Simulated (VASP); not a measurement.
C: relaxation of volume and atoms at fixed shape with r2SCAN

The system is C.

```
C
1.0
     1.22803    0.70900    3.34701
    -1.22803    0.70900    3.34701
     0.00000   -1.41801    3.34701
C
2
Direct
  0.83600 0.83600 0.83600
  0.16400 0.16400 0.16400
```

```
Program                : VASP 6.6.1
Task                   : relaxation of volume and atoms at fixed shape
Functional             : r2SCAN
Potentials or basis    : VASP PAW PBE potentials, release 64 (C)
Cutoff                 : 600 eV
k mesh                 : 10 × 10 × 10
Occupations            : gaussian, width 0.02 eV
Spin                   : no spin polarisation
Dipole correction      : no
Further INCAR settings : ALGO = Normal; EDIFF = 1e-06; IBRION = 2; EDIFFG = -0.01; NSW = 80; ISIF = 8
```

The relaxed volume is 8.76 Å³/atom and the relaxed cell is a = 3.637 Å, b = 3.637 Å, c = 3.637 Å, α = 39.49°, β = 39.49°, γ = 39.49°. The space group after relaxing (to 0.1 Å) is R-3m (No. 166), the energy gained by relaxing is 12.3 meV/atom and the ionic steps are 3. The pressure after relaxing is 0.0 GPa.

Stress tensor (GPa, compression positive):
```
-0.69  0.00  0.00
 0.00 -0.69  0.00
 0.00  0.00  1.42
```

The path:
```
step  energy change (eV)  largest force (eV/Å)  pressure (GPa)  volume (Å³)
   1              0.0000                0.9171            0.40        17.48
   2             -0.0139                0.6063           -0.41        17.54
   3             -0.0245                0.0017            0.01        17.52
```

Final structure:
```
C
1.0
     1.22881    0.70945    3.34913
    -1.22881    0.70945    3.34913
     0.00000   -1.41890    3.34913
C
2
Direct
  0.83335 0.83335 0.83335
  0.16665 0.16665 0.16665
```

It took 5 min on 1 thread of Intel(R) Xeon(R) Platinum 8259CL CPU @ 2.50GHz (Skylake/Cascade Lake) (shared host), peak memory 0.17 GiB.

Caveat: the PAW data sets were made with another functional, which shifts forces and pressure a little.
